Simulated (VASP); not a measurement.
Crystal: NaLa3.

```xyz
4
Lattice="5.2563 0.0000 0.0000 0.0000 5.2563 0.0000 0.0000 0.0000 5.2563" Properties=species:S:1:pos:R:3 pbc="T T T"
Na    0.0000    0.0000    0.0000
La    2.6282    0.0000    2.6282
La    0.0000    2.6282    2.6282
La    2.6282    2.6282    0.0000
```

Base run:

- Program: VASP 6.6.1
- Functional: r2SCAN
- Potentials or basis: VASP PAW PBE potentials, release 64 (Na_pv, La)
- Cutoff: 550 eV
- k mesh: 5 × 5 × 5
- Occupations: methfessel-paxton, width 0.1 eV
- Spin: no spin polarisation

Its results: band gap on the k mesh zero (bands 20 and 21 overlap by 1.42 eV); pressure 0.4 GPa.

Q: After a change of settings the same cell gave: band gap on the k mesh zero (bands 20 and 21 overlap by 1.36 eV); pressure 1.4 GPa. Which change was it?
A. functional from r2SCAN to RPBE; cutoff from 550 eV to 500 eV
B. functional from r2SCAN to PBEsol; cutoff from 550 eV to 500 eV
C. functional from r2SCAN to PBE; cutoff from 550 eV to 500 eV

A: A.

Caveats: the PAW data sets were made with another functional, which shifts forces and pressure a little; spin-orbit coupling is left out, which moves the levels of the heavy elements.
